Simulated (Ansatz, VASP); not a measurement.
## HPt6 in VASP and in Ansatz

```
CELL_PARAMETERS angstrom
5.61433 0.00000 0.00000
-2.80716 4.86215 0.00000
0.00000 0.00000 22.61927
ATOMIC_POSITIONS crystal
Pt 0.33333 0.16667 0.17684
Pt 0.33333 0.66667 0.17684
Pt 0.83333 0.16667 0.17684
Pt 0.83333 0.66667 0.17684
Pt 0.16667 0.33333 0.27895
Pt 0.16667 0.83333 0.27895
Pt 0.66667 0.33333 0.27895
Pt 0.66667 0.83333 0.27895
Pt 0.00000 0.00000 0.38106
Pt 0.00000 0.50000 0.38106
Pt 0.50000 0.00000 0.38106
Pt 0.50000 0.50000 0.38106
H 0.13508 0.27016 0.44339
H 0.36492 0.72984 0.44339
```

Alike in both runs: task single point; functional PBE; k mesh 6 × 6 × 1; occupations gaussian, width 0.1 eV; no spin polarisation.

```csv
,VASP,Ansatz
version,VASP 6.6.1,Ansatz 0.2.0
potentials or method,"VASP PAW PBE potentials, release 64 (Pt, H), cutoff 520 eV","scalar-relativistic, plane waves, PAW"
valence electrons in the cell,122,218
```

Ansatz gave:

```
gap on the k mesh at the Fermi level (eV)  : none
rms of the force components (eV/Å)         : 0.528
work function, face that differs most (eV) : 5.51
```

**Question.** What did VASP give for the same quantities?

**Answer.** gap on the k mesh at the Fermi level (eV): none; rms of the force components (eV/Å): 0.525; work function, face that differs most (eV): 5.51.

Atom by atom the forces differ by 0.008 eV/Å (rms over components). A gap of «none» marks a metal or a gap that the smearing closes. VASP's potentials hold 122 valence electrons a cell and Ansatz's 218, so a difference there can come from the potentials and not from the codes.

Neither program's run includes spin-orbit coupling.
